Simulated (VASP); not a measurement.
A run of VASP 6.6.1 is set up as follows.

The input INCAR:

```
SYSTEM = W
ALGO = Normal
EDIFF = 1E-6
ENCUT = 520
GGA = PE
ISIF = 2
ISMEAR = -1
LASPH = .TRUE.
LCHARG = .FALSE.
LREAL = .FALSE.
LWAVE = .FALSE.
NBANDS = 21
NELM = 60
PREC = Accurate
SIGMA = 0.1
```

KPOINTS

```
k-points
0
G
  12 12 12
  0 0 0
```

The input POSCAR:

```
W
1.0
    0.0000000000      2.6491881896      2.6491881896
    2.6491881896      0.0000000000      2.6491881896
    2.6491881896      2.6491881896      0.0000000000
W
2
Direct
   -0.1250000000     -0.1250000000     -0.1250000000
    0.1250000000      0.1250000000      0.1250000000
```

Potentials or basis: VASP PAW PBE potentials, release 64 (W_sv).

Launch:

```sh
$ cat potpaw_PBE.64/W_sv/POTCAR > POTCAR
$ mpirun -np 1 vasp_std > vasp.out
```

Task: Predict the band gap on the k mesh.

Result: Zero (bands 14 and 15 overlap by 0.99 eV).

Task: Estimate the pressure.

Result: 62.9 GPa.

Caveat: the cell stands under pressure; spin-orbit coupling is left out, which moves the levels of the heavy elements.
